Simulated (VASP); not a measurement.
The system is Se.

```
Se
1.0
    -2.70528    2.70528    1.55755
     2.70528   -2.70528    1.55755
     2.70528    2.70528   -1.55755
Se
2
Cartesian
  0.0000 0.0000 0.0000
  0.0000 2.7053 0.7788
```

```yaml
Program: VASP 6.6.1
Task: relaxation of cell and atoms
Functional: PBE
Potentials_or_basis: VASP PAW PBE potentials, release 64 (Se)
Cutoff: 600 eV
k_mesh: 20 × 20 × 20
Occupations: gaussian, width 0.1 eV
Spin: no spin polarisation
```

At the start: pressure -0.2 GPa; volume 22.80 Å³/atom.

How do energy, volume and symmetry change on relaxing?

Over 24 steps the energy falls by 154.8 meV/atom and the volume is 24.90 Å³/atom (+9.2 %); space group I4_1/amd (No. 141, to 0.1 Å) before and after.

The path:
| step | energy change (eV) | largest force (eV/Å) | pressure (GPa) | volume (Å³) |
| --- | --- | --- | --- | --- |
| 1 | 0.0000 | 0.0000 | -0.21 | 45.60 |
| 2 | -0.0003 | 0.0000 | 0.11 | 45.40 |
| 3 | -0.0003 | 0.0000 | 0.16 | 45.37 |
| 4 | -0.0005 | 0.0000 | 0.21 | 45.36 |
| 5 | -0.0019 | 0.0000 | 0.41 | 45.33 |
| 6 | -0.0076 | 0.0000 | 0.83 | 45.26 |
| 7 | -0.0404 | 0.0000 | 1.67 | 45.08 |
| 8 | -0.1482 | 0.0000 | 3.88 | 44.58 |
| 9 | -0.0636 | 0.0000 | 12.54 | 43.10 |
| 10 | -0.1958 | 0.0000 | 6.40 | 44.08 |
| 11 | -0.1936 | 0.0000 | 7.18 | 43.95 |
| 12 | -0.1949 | 0.0000 | 6.93 | 43.99 |
| 13 | -0.2012 | 0.0000 | 6.65 | 44.14 |
| 14 | -0.2185 | 0.0000 | 5.77 | 44.58 |
| 15 | -0.2465 | 0.0000 | 4.16 | 45.48 |
| 16 | -0.2783 | 0.0000 | 1.33 | 47.31 |
| 17 | -0.2589 | 0.0000 | -2.96 | 51.11 |
| 18 | -0.2833 | 0.0000 | -0.24 | 48.52 |
| 19 | -0.2882 | 0.0000 | -0.22 | 48.63 |
| 20 | -0.2997 | 0.0000 | -0.13 | 48.95 |
| 21 | -0.3094 | 0.0000 | 0.15 | 49.56 |
| 22 | -0.3094 | 0.0000 | 0.17 | 49.62 |
| 23 | -0.3095 | 0.0000 | 0.07 | 49.72 |
| 24 | -0.3095 | 0.0000 | -0.01 | 49.79 |

Final structure:
```
CELL_PARAMETERS angstrom
-2.53367 2.53367 1.93909
2.53367 -2.53367 1.93909
2.53367 2.53367 -1.93909
ATOMIC_POSITIONS crystal
Se 0.00000 0.00000 0.00000
Se 0.75000 0.25000 0.50000
```
